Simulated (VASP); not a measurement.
# Cd (P6/mmm) in VASP: further runs

Runs on Cd. Level: PBE. Tasks: density of states.

All numbers are computed with VASP 6.6.1; they aren't measurements. Logs are shortened: lines on timing, memory, paths and dates and some standing lists are left out, and cuts for length are marked.

### 1 The cell of the first run

The structure is hexagonal, space group P6/mmm (No. 191). Conventional cell: a = 3.792 Å, b = 3.792 Å, c = 2.280 Å, α = 90.00°, β = 90.00°, γ = 120.00°. Cd (site symmetry 6/mmm) has 14 Cd at 2.28 to 2.47 Å within 3.0 Å. Within 2.9 Å of Cd (site symmetry -6m2) lie 11 Cd at 2.19 to 2.47 Å.

### 2 Density of states, PBE (volume scaled by 0.4)

POSCAR

```
Cd
1.0
    3.7915226366      0.0000000000      0.0000000000
   -1.8957613183      3.2835549223      0.0000000000
    0.0000000000      0.0000000000      2.2795050903
Cd
3
Direct
    0.0000000000      0.0000000000      0.0000000000
    0.3333333333      0.6666666667      0.5000000000
    0.6666666667      0.3333333333      0.5000000000
```

INCAR.step1

```
SYSTEM = Cd
PREC = Accurate ; ENCUT = 520
EDIFF = 1E-7 ; ISMEAR = -1
SIGMA = 0.08 ; LREAL = .False.
LASPH = .True. ; NELM = 60
ALGO = Normal ; ISIF = 2
LWAVE = .False. ; LCHARG = .True.
GGA = PE ; NBANDS = 25
```

KPOINTS.step1

```
regular mesh
0
Gamma
  7 7 10
  0 0 0
```

INCAR.step2

```
SYSTEM = Cd
PREC = Accurate ; ENCUT = 520
EDIFF = 1E-7 ; ISMEAR = -5
SIGMA = 0.08 ; LREAL = .False.
LASPH = .True. ; NELM = 60
ALGO = Normal ; ISIF = 2
LWAVE = .False. ; LCHARG = .False.
GGA = PE ; LORBIT = 10
NBANDS = 25 ; NEDOS = 2001
ICHARG = 11
```

KPOINTS.step2

```
regular mesh
0
Gamma
  11 11 15
  0 0 0
```

Potentials or basis: VASP PAW PBE potentials, release 64 (Cd).

Started as:

```
cat potpaw_PBE.64/Cd/POTCAR > POTCAR
cp INCAR.step1 INCAR
cp KPOINTS.step1 KPOINTS
mpirun -np 1 vasp_std > vasp.out
cp INCAR.step2 INCAR
cp KPOINTS.step2 KPOINTS
mpirun -np 1 vasp_std > vasp.out
```

OUTCAR:

```text
SYSTEM = Cd
   PREC = Accurate
   ENCUT = 520
   EDIFF = 1E-7
   ISMEAR = -5
   LREAL = .False.
   LASPH = .True.
   NELM = 60
   ISIF = 2
   GGA = PE
   LORBIT = 10
   ICHARG = 11

 ion  position               nearest neighbor table
   1  0.000  0.000  0.000-   2 2.47   3 2.47   2 2.47   3 2.47   2 2.47   2 2.47   3 2.47   3 2.47
                             3 2.47   3 2.47   2 2.47   2 2.47
   2  0.333  0.667  0.500-   3 2.19   3 2.19   3 2.19   1 2.47   1 2.47   1 2.47   1 2.47   1 2.47
                             1 2.47   3 3.16   3 3.16   3 3.16   3 3.16   3 3.16   3 3.16
   3  0.667  0.333  0.500-   2 2.19   2 2.19   2 2.19   1 2.47   1 2.47   1 2.47   1 2.47   1 2.47
                             1 2.47   2 3.16   2 3.16   2 3.16   2 3.16   2 3.16   2 3.16

  LATTYP: Found a hexagonal cell.
 ALAT       =     3.7915226366
 C/A-ratio  =     0.6012109933

  Lattice vectors:

 A1 = (   3.7915226366,   0.0000000000,   0.0000000000)
 A2 = (  -1.8957613183,   3.2835549223,   0.0000000000)
 A3 = (   0.0000000000,   0.0000000000,   2.2795050903)

Analysis of symmetry for initial positions (statically):
=====================================================================
 Subroutine PRICEL returns:
 Original cell was already a primitive cell.

 Routine SETGRP: Setting up the symmetry group for a
 hexagonal supercell.

 Subroutine GETGRP returns: Found 24 space group operations
 (whereof 24 operations were pure point group operations)
 out of a pool of 24 trial point group operations.

The static configuration has the point symmetry D_6h.

Analysis of symmetry for dynamics (positions and initial velocities):
=====================================================================
 Subroutine PRICEL returns:
 Original cell was already a primitive cell.

 Routine SETGRP: Setting up the symmetry group for a
 hexagonal supercell.

 Subroutine GETGRP returns: Found 24 space group operations
 (whereof 24 operations were pure point group operations)
 out of a pool of 24 trial point group operations.

The dynamic configuration has the point symmetry D_6h.

 Subroutine INISYM returns: Found 24 space group operations
 (whereof 24 operations are pure point group operations),
 and found     1 'primitive' translations

----------------------------------------------------------------------------------------

                                     Primitive cell

  volume of cell :      28.3791

  direct lattice vectors                    reciprocal lattice vectors
     3.791522637  0.000000000  0.000000000     0.263746282  0.152273987  0.000000000
    -1.895761318  3.283554922  0.000000000     0.000000000  0.304547974  0.000000000
     0.000000000  0.000000000  2.279505090     0.000000000  0.000000000  0.438691716

[... 99 lines left out ...]
   NUPDOWN=      -1.0000    fix difference up-down
   EMIN   =  10.00;   EMAX   =-10.00  energy-range for DOS
   EFERMI =   0.00;   METHOD = LEGACY
   ISMEAR =    -5;   SIGMA  =   0.08  broadening in eV -4-tet -1-fermi 0-gaus
   EFERMI_NEDOS =   21; number of points for ismear=-14 and -15
   IALGO  =     38    algorithm
   IMIX   =      4    mixing-type and parameters
     AMIX     =   0.40;   BMIX     =  1.00
     AMIX_MAG =   1.60;   BMIX_MAG =  1.00
  volume/ion in A,a.u.               =       9.46        63.84
  Fermi-wavevector in a.u.,A,eV,Ry     =   1.772187  3.348947 42.731084  3.140646
  Thomas-Fermi vector in A             =   2.838629
   LORBIT       =     10    0 simple, 1 ext, 2 COOP (PROOUT), +10 PAW based schemes
   GGA     = PE    functional components
   LHFCALC =     F    Hartree Fock is set to
   AEXX    =    0.0000 exact exchange contribution
   IVDW    =     0    specifies the selected vdW correction
   LEPSILON=     F    determine dielectric tensor
   LRPA    =     F    only Hartree local field effects (RPA)
 non-spin polarized calculation
 Fermi weights with tetrahedron method with Bloechl corrections
  energy-cutoff  :      520.00
  volume of cell :       28.38
 maximum number of plane-waves:       776

 number of electron      35.9999993 magnetization

 Free energy of the ion-electron system (eV)
  ---------------------------------------------------
  ext. energy  EPLUGINS =         0.00000000
  ---------------------------------------------------
  free energy    TOTEN  =        21.90340279 eV

  energy without entropy =       21.90340279  energy(sigma->0) =       21.90340279

 E-fermi :  15.6235     XC(G=0): -16.1756

 val. band max:       16.4917342426   @ k =   0.0000   0.0000   0.2667
 cond. band min:      14.9828537898   @ k =   0.0000   0.0000   0.0667
 fundamental gap:     -1.5088804527
 Fermi energy:        15.6234654259

 k-point     1 :       0.0000    0.0000    0.0000
  band No.  band energies     occupation
      1      -5.0940      2.00000
      2      -4.6165      2.00000
      3      -2.0384      2.00000
      4      -1.9509      2.00000
      5      -1.6564      2.00000
      6      -1.6563      2.00000
[... 661 lines left out ...]
     24      29.0239      0.00000
     25      30.3762      0.00000

 [... further k-points ...]

------------------------ aborting loop because EDIFF is reached ----------------------------------------

  FORCE on cell =-STRESS in cart. coord.  units (eV):
  Direction    XX          YY          ZZ          XY          YZ          ZX
  --------------------------------------------------------------------------------------
  -------------------------------------------------------------------------------------
  Total       83.9277651     83.9277651     83.8823585      0.0000000     -0.0000000      0.0000000
  in kB     4738.2474373   4738.2474372   4735.6839533      0.0000000     -0.0000000      0.0000000
  external PRESSURE =    4737.3929426 kB  Pullay stress =       0.0000000 kB

 VOLUME and BASIS-vectors are now :
 -----------------------------------------------------------------------------
  energy-cutoff  :      520.00
  volume of cell :       28.38
      direct lattice vectors                 reciprocal lattice vectors
     3.791522637  0.000000000  0.000000000     0.263746282  0.152273987  0.000000000
    -1.895761318  3.283554922  0.000000000     0.000000000  0.304547974  0.000000000
     0.000000000  0.000000000  2.279505090     0.000000000  0.000000000  0.438691716

 POSITION                                       TOTAL-FORCE (eV/Angst)
 -----------------------------------------------------------------------------------
      0.00000      0.00000      0.00000        -0.000000     -0.000000      0.000000
     -0.00000      2.18904      1.13975         0.000000      0.000000      0.000000
      1.89576      1.09452      1.13975         0.000000     -0.000000      0.000000
 -----------------------------------------------------------------------------------
    total drift:                                0.000000     -0.000000     -0.000000

  FREE ENERGIE OF THE ION-ELECTRON SYSTEM (eV)
  ---------------------------------------------------
  free  energy   TOTEN  =        21.9034027921 eV

  energy  without entropy=       21.9034027921  energy(sigma->0) =       21.90340279

 total charge

# of ion       s       p       d       tot
------------------------------------------
    1        0.696   1.190   9.813  11.699
    2        0.792   1.251   9.844  11.887
    3        0.792   1.251   9.844  11.887
--------------------------------------------------
tot          2.280   3.692  29.502  35.474
```

OUTCAR.step1:

```text
SYSTEM = Cd
   PREC = Accurate
   ENCUT = 520
   EDIFF = 1E-7
   ISMEAR = -1
   LREAL = .False.
   LASPH = .True.
[... 899 lines left out ...]
      0.00000      0.00000      0.00000        -0.000000      0.000000      0.000000
     -0.00000      2.18904      1.13975        -0.000000      0.000000      0.000000
      1.89576      1.09452      1.13975         0.000000      0.000000      0.000000
 -----------------------------------------------------------------------------------
    total drift:                                0.000000      0.000000     -0.000000

  FREE ENERGIE OF THE ION-ELECTRON SYSTEM (eV)
  ---------------------------------------------------
  free  energy   TOTEN  =        21.9339873972 eV

  energy  without entropy=       21.9520523410  energy(sigma->0) =       21.94301987
```

Run time: 2.2 min. Hardware: 1 thread of AMD EPYC 7R13, shared host; peak memory 0.16 GiB.

What came out:

```
Valence electrons inside the program's atomic spheres : Cd 11.70, 11.89
```

Caveat: tetrahedron occupations give inexact forces and stress in metals.

### 3 Density of states, PBE (volume scaled by 0.85)

POSCAR

```
Cd
1.0
    4.8921185623      0.0000000000      0.0000000000
   -2.4460592812      4.2366989533      0.0000000000
    0.0000000000      0.0000000000      2.9095971295
Cd
3
Direct
    0.0000000000      0.0000000000      0.0000000000
    0.3333333333      0.6666666667      0.5000000000
    0.6666666667      0.3333333333      0.5000000000
```

INCAR.step1

```
SYSTEM = Cd
PREC = Accurate ; ENCUT = 520
EDIFF = 1E-7 ; ISMEAR = -1
SIGMA = 0.08 ; LREAL = .FALSE.
LASPH = .TRUE. ; NELM = 100
ALGO = Normal ; ISIF = 2
LWAVE = .FALSE. ; LCHARG = .TRUE.
GGA = PE ; NBANDS = 25
```

KPOINTS.step1

```
regular mesh
0
G
  7 7 10
  0 0 0
```

INCAR.step2

```
SYSTEM = Cd
PREC = Accurate ; ENCUT = 520
EDIFF = 1E-7 ; ISMEAR = -5
SIGMA = 0.08 ; LREAL = .FALSE.
LASPH = .TRUE. ; NELM = 100
ALGO = Normal ; ISIF = 2
LWAVE = .FALSE. ; LCHARG = .FALSE.
GGA = PE ; LORBIT = 11
NBANDS = 25 ; NEDOS = 1001
ICHARG = 11
```

KPOINTS.step2

```
regular mesh
0
G
  11 11 15
  0 0 0
```

Potentials or basis: VASP PAW PBE potentials, release 64 (Cd).

Started as:

```
cat potpaw_PBE.64/Cd/POTCAR > POTCAR
cp INCAR.step1 INCAR
cp KPOINTS.step1 KPOINTS
mpirun -np 1 vasp_std > vasp.out
cp INCAR.step2 INCAR
cp KPOINTS.step2 KPOINTS
mpirun -np 1 vasp_std > vasp.out
```

OUTCAR:

```text
SYSTEM = Cd
   PREC = Accurate
   ENCUT = 520
   EDIFF = 1E-7
   ISMEAR = -5
   LREAL = .FALSE.
   LASPH = .TRUE.
   NELM = 100
   ISIF = 2
   GGA = PE
   LORBIT = 11
   ICHARG = 11

 ion  position               nearest neighbor table
   1  0.000  0.000  0.000-   2 3.18   3 3.18   2 3.18   3 3.18   3 3.18   3 3.18   2 3.18   2 3.18
                             3 3.18   3 3.18   2 3.18   2 3.18
   2  0.333  0.667  0.500-   3 2.82   3 2.82   3 2.82   1 3.18   1 3.18   1 3.18   1 3.18   1 3.18
                             1 3.18
   3  0.667  0.333  0.500-   2 2.82   2 2.82   2 2.82   1 3.18   1 3.18   1 3.18   1 3.18   1 3.18
                             1 3.18

  LATTYP: Found a hexagonal cell.
 ALAT       =     4.8921185623
 C/A-ratio  =     0.5947519653

  Lattice vectors:

 A1 = (   4.8921185623,   0.0000000000,   0.0000000000)
 A2 = (  -2.4460592812,   4.2366989533,   0.0000000000)
 A3 = (   0.0000000000,   0.0000000000,   2.9095971295)

Analysis of symmetry for initial positions (statically):
=====================================================================
 Subroutine PRICEL returns:
 Original cell was already a primitive cell.

 Routine SETGRP: Setting up the symmetry group for a
 hexagonal supercell.

 Subroutine GETGRP returns: Found 24 space group operations
 (whereof 24 operations were pure point group operations)
 out of a pool of 24 trial point group operations.

The static configuration has the point symmetry D_6h.

Analysis of symmetry for dynamics (positions and initial velocities):
=====================================================================
 Subroutine PRICEL returns:
 Original cell was already a primitive cell.

 Routine SETGRP: Setting up the symmetry group for a
 hexagonal supercell.

 Subroutine GETGRP returns: Found 24 space group operations
 (whereof 24 operations were pure point group operations)
 out of a pool of 24 trial point group operations.

The dynamic configuration has the point symmetry D_6h.

 Subroutine INISYM returns: Found 24 space group operations
 (whereof 24 operations are pure point group operations),
 and found     1 'primitive' translations

----------------------------------------------------------------------------------------

                                     Primitive cell

  volume of cell :      60.3056

  direct lattice vectors                    reciprocal lattice vectors
     4.892118562  0.000000000  0.000000000     0.204410418  0.118016410  0.000000000
    -2.446059281  4.236698953  0.000000000     0.000000000  0.236032820  0.000000000
     0.000000000  0.000000000  2.909597129     0.000000000  0.000000000  0.343690193

  length of vectors
     4.892118562  4.892118562  2.909597129     0.236032820  0.236032820  0.343690193

  position of ions in fractional coordinates (direct lattice)
     0.000000000  0.000000000  0.000000000
     0.333333333  0.666666667  0.500000000
     0.666666667  0.333333333  0.500000000

  ion indices of the primitive-cell ions
   primitive index   ion index
                 1           1
                 2           2
                 3           3

----------------------------------------------------------------------------------------
[... 33 lines left out ...]
  0.363636  0.000000  0.000000      6.000000
  0.454545  0.000000  0.000000      6.000000
[... 16 lines left out ...]
  0.090909  0.090909  0.066667     12.000000
  0.181818  0.090909  0.066667     24.000000
 [... further k-points ...]
   k-points           NKPTS =    128   k-points in BZ     NKDIM =    128   number of bands    NBANDS=     25
   number of dos      NEDOS =   1001   number of ions     NIONS =      3
   total plane-waves  NPLWV =  31104
   dimension x,y,z NGX =    36 NGY =   36 NGZ =   24
   dimension x,y,z NGXF=    72 NGYF=   72 NGZF=   48
   ions per type =               3
   NGX,Y,Z   is equivalent  to a cutoff of  12.23, 12.23, 13.71 a.u.
   NGXF,Y,Z  is equivalent  to a cutoff of  24.47, 24.47, 27.43 a.u.
 SYSTEM =  Cd
   PREC   = accura    normal or accurate (medium, high low for compatibility)
   ISTART =      0    job   : 0-new  1-cont  2-samecut
   ICHARG =     11    charge: 1-file 2-atom 10-const
   ISPIN  =      1    spin polarized calculation?
   LNONCOLLINEAR =      F non collinear calculations
   LSORBIT =      F    spin-orbit coupling
   LASPH  =      T    aspherical Exc in radial PAW
   ENCUT  =  520.0 eV  38.22 Ry    6.18 a.u.   9.10  9.10  5.41*2*pi/ulx,y,z
   NELM   =    100;   NELMIN=  2; NELMDL=  0     # of ELM steps
   EDIFF  = 0.1E-06   stopping-criterion for ELM
   LREAL  =      F    real-space projection
   EDIFFG = 0.1E-05   stopping-criterion for IOM
   NSW    =      0    number of steps for IOM
   IBRION =     -1    ionic relax: 0-MD 1-quasi-New 2-CG
   NFREE  =      0    steps in history (QN), initial steepest desc. (CG)
   ISIF   =      2    stress and relaxation
   ISYM   =      2    0-nonsym 1-usesym 2-fastsym
   POTIM  = 0.5000    time-step for ionic-motion
   TEBEG  =    0.0;   TEEND  =   0.0 temperature during run
   PSTRESS=    0.0 pullay stress
   NELECT =      36.0000    total number of electrons
   NUPDOWN=      -1.0000    fix difference up-down
   EMIN   =  10.00;   EMAX   =-10.00  energy-range for DOS
   EFERMI =   0.00;   METHOD = LEGACY
   ISMEAR =    -5;   SIGMA  =   0.08  broadening in eV -4-tet -1-fermi 0-gaus
   EFERMI_NEDOS =   21; number of points for ismear=-14 and -15
   IALGO  =     38    algorithm
   IMIX   =      4    mixing-type and parameters
     AMIX     =   0.40;   BMIX     =  1.00
     AMIX_MAG =   1.60;   BMIX_MAG =  1.00
  volume/ion in A,a.u.               =      20.10       135.65
  Fermi-wavevector in a.u.,A,eV,Ry     =   1.378446  2.604886 25.852623  1.900114
  Thomas-Fermi vector in A             =   2.503507
   LORBIT       =     11    0 simple, 1 ext, 2 COOP (PROOUT), +10 PAW based schemes
   GGA     = PE    functional components
   LHFCALC =     F    Hartree Fock is set to
   AEXX    =    0.0000 exact exchange contribution
   IVDW    =     0    specifies the selected vdW correction
   LEPSILON=     F    determine dielectric tensor
   LRPA    =     F    only Hartree local field effects (RPA)
 non-spin polarized calculation
 Fermi weights with tetrahedron method with Bloechl corrections
  energy-cutoff  :      520.00
  volume of cell :       60.31
 maximum number of plane-waves:      1645

 number of electron      36.0000022 magnetization

 Free energy of the ion-electron system (eV)
  ---------------------------------------------------
  ext. energy  EPLUGINS =         0.00000000
  ---------------------------------------------------
  free energy    TOTEN  =        -1.76760000 eV

  energy without entropy =       -1.76760000  energy(sigma->0) =       -1.76760000

 E-fermi :   3.6784     XC(G=0): -11.4240

 val. band max:        4.0795000869   @ k =   0.0000   0.0000   0.0667
 cond. band min:       3.4467892522   @ k =   0.1818   0.1818   0.4000
 fundamental gap:     -0.6327108347
 Fermi energy:         3.6784025948

 k-point     1 :       0.0000    0.0000    0.0000
  band No.  band energies     occupation
      1      -6.7858      2.00000
      2      -6.1573      2.00000
      3      -6.1227      2.00000
      4      -5.9357      2.00000
      5      -5.9167      2.00000
      6      -5.9166      2.00000
[... 661 lines left out ...]
     24      15.3890      0.00000
     25      16.9729      0.00000

 [... further k-points ...]

------------------------ aborting loop because EDIFF is reached ----------------------------------------

  FORCE on cell =-STRESS in cart. coord.  units (eV):
  Direction    XX          YY          ZZ          XY          YZ          ZX
  --------------------------------------------------------------------------------------
  -------------------------------------------------------------------------------------
  Total        3.4943864      3.4943864      3.5546025     -0.0000000      0.0000000      0.0000000
  in kB       92.8376353     92.8376353     94.4374353     -0.0000000      0.0000000      0.0000000
  external PRESSURE =      93.3709020 kB  Pullay stress =       0.0000000 kB

 VOLUME and BASIS-vectors are now :
 -----------------------------------------------------------------------------
  energy-cutoff  :      520.00
  volume of cell :       60.31
      direct lattice vectors                 reciprocal lattice vectors
     4.892118562  0.000000000  0.000000000     0.204410418  0.118016410  0.000000000
    -2.446059281  4.236698953  0.000000000     0.000000000  0.236032820  0.000000000
     0.000000000  0.000000000  2.909597129     0.000000000  0.000000000  0.343690193

 POSITION                                       TOTAL-FORCE (eV/Angst)
 -----------------------------------------------------------------------------------
      0.00000      0.00000      0.00000         0.000000      0.000000      0.000000
     -0.00000      2.82447      1.45480         0.000000     -0.000000     -0.000000
      2.44606      1.41223      1.45480        -0.000000      0.000000      0.000000
 -----------------------------------------------------------------------------------
    total drift:                               -0.000000      0.000000      0.000000

  FREE ENERGIE OF THE ION-ELECTRON SYSTEM (eV)
  ---------------------------------------------------
  free  energy   TOTEN  =        -1.7675999950 eV

  energy  without entropy=       -1.7675999950  energy(sigma->0) =       -1.76760000

 total charge

# of ion       s       p       d       tot
------------------------------------------
    1        0.510   0.316   9.498  10.323
    2        0.559   0.337   9.486  10.382
    3        0.559   0.337   9.486  10.382
--------------------------------------------------
tot          1.628   0.990  28.470  31.088
```

It took 4.7 min on 1 thread of AMD EPYC 7R13, shared host; peak memory 0.24 GiB.

Results:

```yaml
Valence_electrons_inside_the_program's_atomic_spheres: Cd 10.32, 10.38
```

Caveat: tetrahedron occupations give inexact forces and stress in metals.
